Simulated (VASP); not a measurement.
# NaCl (Pm-3m) in VASP: G0W0 quasiparticle levels with PBE

Aim: the G0W0 quasiparticle levels of NaCl with PBE.

Program: VASP 6.6.1. These are calculated values, not measurements. Logs are shortened: lines on timing, memory, paths and dates and some standing lists are left out, and cuts for length are marked.

## (1) The cell of the first run

It takes space group Pm-3m (No. 221, cubic). The conventional cell has a = 3.460 Å, b = 3.460 Å, c = 3.460 Å, α = 90.00°, β = 90.00°, γ = 90.00°. Na (site symmetry m-3m) has 8 Cl at 3.00 Å and 6 Na at 3.46 Å within 3.9 Å. Within 3.9 Å of Cl (site symmetry m-3m) lie 8 Na at 3.00 Å and 6 Cl at 3.46 Å.

## (2) G0W0 quasiparticle levels, PBE

POSCAR reads:

```
NaCl
1.0
    3.4595458349      0.0000000000      0.0000000000
    0.0000000000      3.4595458349      0.0000000000
    0.0000000000      0.0000000000      3.4595458349
Na Cl
1 1
Direct
    0.0000000000      0.0000000000      0.0000000000
    0.5000000000      0.5000000000      0.5000000000
```

INCAR.step1 reads:

```
SYSTEM = NaCl
  PREC = Accurate
  ENCUT = 500
  EDIFF = 1E-8
  ISMEAR = 0
  SIGMA = 0.01
  LREAL = .False.
  LASPH = .True.
  NELM = 60
  ALGO = Normal
  LWAVE = .True.
  LCHARG = .False.
  GGA = PE
```

INCAR.step2 reads:

```
SYSTEM = NaCl
  PREC = Accurate
  ENCUT = 500
  EDIFF = 1E-8
  ISMEAR = 0
  SIGMA = 0.01
  LREAL = .False.
  LASPH = .True.
  NELM = 1
  ALGO = Exact
  LWAVE = .True.
  LCHARG = .False.
  GGA = PE
  NBANDS = 75
  LOPTICS = .True.
  ISTART = 1
```

INCAR.step3 reads:

```
SYSTEM = NaCl
  PREC = Accurate
  ENCUT = 500
  EDIFF = 1E-8
  ISMEAR = 0
  SIGMA = 0.01
  LREAL = .False.
  LASPH = .True.
  ALGO = EVGW0
  LWAVE = .False.
  LCHARG = .False.
  GGA = PE
  NELMGW = 1
  NBANDS = 75
  ENCUTGW = 80.0
  NOMEGA = 96
  PRECFOCK = Fast
  ISTART = 1
  NBANDSGW = 16
  OMEGAMAX = 30
```

KPOINTS reads:

```
regular mesh
0
Gamma
  4 4 4
  0 0 0
```

Potentials or basis: VASP PAW PBE potentials, release 64 (Na_sv_GW, Cl_GW).

Run with:

```console
> cat potpaw_PBE.64/Na_sv_GW/POTCAR potpaw_PBE.64/Cl_GW/POTCAR > POTCAR
> cp INCAR.step1 INCAR
> mpirun -np 1 vasp_std > vasp.out
> cp INCAR.step2 INCAR
> mpirun -np 1 vasp_std > vasp.out
> cp INCAR.step3 INCAR
> mpirun -np 1 vasp_std > vasp.out
```

OUTCAR:

```text
SYSTEM = NaCl
   PREC = Accurate
   ENCUT = 500
   EDIFF = 1E-8
   ISMEAR = 0
   LREAL = .False.
   LASPH = .True.
   GGA = PE
   NELMGW = 1
   ENCUTGW = 80.0
   PRECFOCK = Fast
   ISTART = 1

 ion  position               nearest neighbor table
   1  0.000  0.000  0.000-
   2  0.500  0.500  0.500-

  LATTYP: Found a simple cubic cell.
 ALAT       =     3.4595458349

  Lattice vectors:

 A1 = (   3.4595458349,   0.0000000000,   0.0000000000)
 A2 = (   0.0000000000,   3.4595458349,   0.0000000000)
 A3 = (   0.0000000000,   0.0000000000,   3.4595458349)

Analysis of symmetry for initial positions (statically):
=====================================================================
 Subroutine PRICEL returns:
 Original cell was already a primitive cell.

 Routine SETGRP: Setting up the symmetry group for a
 simple cubic supercell.

 Subroutine GETGRP returns: Found 48 space group operations
 (whereof 48 operations were pure point group operations)
 out of a pool of 48 trial point group operations.

The static configuration has the point symmetry O_h .

Analysis of symmetry for dynamics (positions and initial velocities):
=====================================================================
 Subroutine PRICEL returns:
 Original cell was already a primitive cell.

 Routine SETGRP: Setting up the symmetry group for a
 simple cubic supercell.

 Subroutine GETGRP returns: Found 48 space group operations
 (whereof 48 operations were pure point group operations)
 out of a pool of 48 trial point group operations.

The dynamic configuration has the point symmetry O_h .

 Subroutine INISYM returns: Found 48 space group operations
 (whereof 48 operations are pure point group operations),
 and found     1 'primitive' translations

----------------------------------------------------------------------------------------

                                     Primitive cell

  volume of cell :      41.4054

  direct lattice vectors                    reciprocal lattice vectors
     3.459545835  0.000000000  0.000000000     0.289055283  0.000000000  0.000000000
[... 48 lines left out ...]
  0.500000  0.500000  0.000000      3.000000
  0.250000  0.250000  0.250000      8.000000
  0.500000  0.250000  0.250000     12.000000
  0.500000  0.500000  0.250000      6.000000
  0.500000  0.500000  0.500000      1.000000
   k-points           NKPTS =     10   k-points in BZ     NKDIM =     64   number of bands    NBANDS=     75
   number of dos      NEDOS =    301   number of ions     NIONS =      2
   total plane-waves  NPLWV =  21952
   dimension x,y,z NGX =    28 NGY =   28 NGZ =   28
   dimension x,y,z NGXF=    56 NGYF=   56 NGZF=   56
   ions per type =               1   1
   NGX,Y,Z   is equivalent  to a cutoff of  13.46, 13.46, 13.46 a.u.
   NGXF,Y,Z  is equivalent  to a cutoff of  26.91, 26.91, 26.91 a.u.
 SYSTEM =  NaCl
   PREC   = accura    normal or accurate (medium, high low for compatibility)
   ISTART =      1    job   : 0-new  1-cont  2-samecut
   ICHARG =      0    charge: 1-file 2-atom 10-const
   ISPIN  =      1    spin polarized calculation?
   LNONCOLLINEAR =      F non collinear calculations
   LSORBIT =      F    spin-orbit coupling
   LASPH  =      T    aspherical Exc in radial PAW
   ENCUT  =  500.0 eV  36.75 Ry    6.06 a.u.   6.31  6.31  6.31*2*pi/ulx,y,z
   NELM   =     60;   NELMIN=  2; NELMDL=  0     # of ELM steps
   EDIFF  = 0.1E-07   stopping-criterion for ELM
   LREAL  =      F    real-space projection
   EDIFFG = 0.1E-06   stopping-criterion for IOM
   NSW    =      0    number of steps for IOM
   IBRION =     -1    ionic relax: 0-MD 1-quasi-New 2-CG
   NFREE  =      0    steps in history (QN), initial steepest desc. (CG)
   ISIF   =      0    stress and relaxation
   ISYM   =      3    0-nonsym 1-usesym 2-fastsym
   POTIM  = 0.5000    time-step for ionic-motion
   TEBEG  =    0.0;   TEEND  =   0.0 temperature during run
   PSTRESS=    0.0 pullay stress
   NELECT =      16.0000    total number of electrons
   NUPDOWN=      -1.0000    fix difference up-down
   EMIN   =  10.00;   EMAX   =-10.00  energy-range for DOS
   EFERMI =   0.00;   METHOD = LEGACY
   ISMEAR =     0;   SIGMA  =   0.01  broadening in eV -4-tet -1-fermi 0-gaus
   EFERMI_NEDOS =   21; number of points for ismear=-14 and -15
   IALGO  =     38    algorithm
   IMIX   =      4    mixing-type and parameters
     AMIX     =   0.40;   BMIX     =  1.00
     AMIX_MAG =   1.60;   BMIX_MAG =  1.00
  volume/ion in A,a.u.               =      20.70       139.71
  Fermi-wavevector in a.u.,A,eV,Ry     =   1.192420  2.253346 19.345638  1.421864
  Thomas-Fermi vector in A             =   2.328458
   LORBIT       =      0    0 simple, 1 ext, 2 COOP (PROOUT), +10 PAW based schemes
   GGA     = PE    functional components
   LHFCALC =     T    Hartree Fock is set to
   PRECFOCK=fast      Normal, Fast or Accurate (Low or Medium for compatibility)
   ENCUT4O =  -1.0   cutoff for four orbital integrals eV
   NKREDX  =     1    reduce k-point grid by
   NKREDY  =     1    reduce k-point grid by
   NKREDZ  =     1    reduce k-point grid by
   AEXX    =    1.0000 exact exchange contribution
   HFSCREEN=    0.0000 screening length (either q_TF or 0.3 A-1)
   HFSCREENC=   0.0000 screening length for correlation (either q_TF or 0.3 A-1)
   ENCUTFOCK=  -1.0 apply spherical cutoff to Coloumb kernel
   IVDW    =     0    specifies the selected vdW correction
   LEPSILON=     F    determine dielectric tensor
   LRPA    =     F    only Hartree local field effects (RPA)
   LRPAFORCE           =     F    calculate RPA forces
   ENCUTGW             =  80.0    cutoff for response function in eV
   ENCUTGWSOFT         =  64.0    soft cutoff for Coulomb kernel in GW response function in eV
   ENCUTLF             =  -1.0    cutoff for local field effects
   NELMGW              =     1    number of iterations in solving QP/BSE equation
   NELMHF              =     1    number of iterations in the inner HF iteration
   NKREDLFX            =     1    NKREDLFY  =   1   NKREDLFZ  =   1
 non-spin polarized calculation
 Gauss-broadening in eV      SIGMA  =   0.01
  energy-cutoff  :      500.00
  volume of cell :       41.41
 maximum number of plane-waves:      1064
 NGX is ok and might be reduce to    28
  NGX = 14; NGY = 14; NGZ = 14
   NGX = 13   NGY = 13   NGZ = 13
 maximum number of plane-waves:        81
 NGX is ok and might be reduce to    14

 QP shifts <psi_nk| G(iteration)W_0 |psi_nk>: iteration 1
 for sc-GW calculations column KS-energies equals QP-energies in previous step
 and V_xc(KS)=  KS-energies - (<T + V_ion + V_H > + <T+V_H+V_ion>^1  + <V_x>^1)

 k-point   1 :       0.0000    0.0000    0.0000
  band No.  KS-energies  QP-energies   sigma(KS)   V_xc(KS)     V^pw_x(r,r')   Z            occupation Imag(sigma)

      1     -49.6535     -60.4874     -43.0530     -29.2730     -49.1259       0.7862       2.0000       0.3287
      2     -21.5749     -28.1069     -36.3962     -28.3473     -41.3940       0.8115       2.0000       0.0910
      3     -21.5749     -28.1069     -36.3962     -28.3473     -41.3940       0.8115       2.0000       0.0910
      4     -21.5749     -28.1069     -36.3962     -28.3473     -41.3940       0.8115       2.0000       0.0910
      5     -13.0309     -13.9033     -16.1753     -14.8268     -24.1521       0.6469       2.0000       1.2541
      6      -0.0461      -1.5504     -16.3119     -14.4054     -18.7320       0.7890       2.0000       0.0729
[... 175 lines left out ...]
      2     -21.6052     -28.1042     -36.3015     -28.2686     -41.2963       0.8090       2.0000       0.0913
      3     -21.6052     -28.1042     -36.3015     -28.2686     -41.2963       0.8090       2.0000       0.0913
      4     -21.6052     -28.1042     -36.3015     -28.2686     -41.2963       0.8090       2.0000       0.0913
      5     -12.0491     -12.9231     -16.9674     -15.7062     -24.6957       0.6930       2.0000       1.0703
      6      -1.4847      -3.1998     -15.4781     -13.2756     -18.1067       0.7787       2.0000       0.0921
[... 8 lines left out ...]
     15      16.7137      17.9293      -8.3458      -9.8886      -3.7893       0.7879       0.0000      -0.3552
     16      19.3746      21.6016     -10.6705     -13.5457      -5.6189       0.7745       0.0000      -0.3811
```

OUTCAR.step1:

```text
SYSTEM = NaCl
   PREC = Accurate
   ENCUT = 500
   EDIFF = 1E-8
   ISMEAR = 0
   LREAL = .False.
   LASPH = .True.
[... 354 lines left out ...]
      0.00000      0.00000      0.00000         0.000000      0.000000      0.000000
      1.72977      1.72977      1.72977         0.000000      0.000000      0.000000
 -----------------------------------------------------------------------------------
    total drift:                               -0.000000      0.000000      0.000000

  FREE ENERGIE OF THE ION-ELECTRON SYSTEM (eV)
  ---------------------------------------------------
  free  energy   TOTEN  =        -8.5354945669 eV

  energy  without entropy=       -8.5354945669  energy(sigma->0) =       -8.53549457
```

Wall time 66 s (1 thread of Intel Xeon Platinum 8488C (Sapphire Rapids), shared host); peak memory 0.39 GiB.

What came out:

```yaml
Quasiparticle_gap: 6.45 eV
Least_direct_quasiparticle_gap: 7.06 eV
Band_gap_of_the_starting_levels_on_the_mesh: 4.11 eV
Least_direct_gap_of_the_starting_levels_on_the_mesh: 4.63 eV
```

Caveat: the k points lie up to 0.45 Å⁻¹ apart; bands, screening cutoff and mesh are small and nothing is extrapolated, so the quasiparticle values aren't converged.
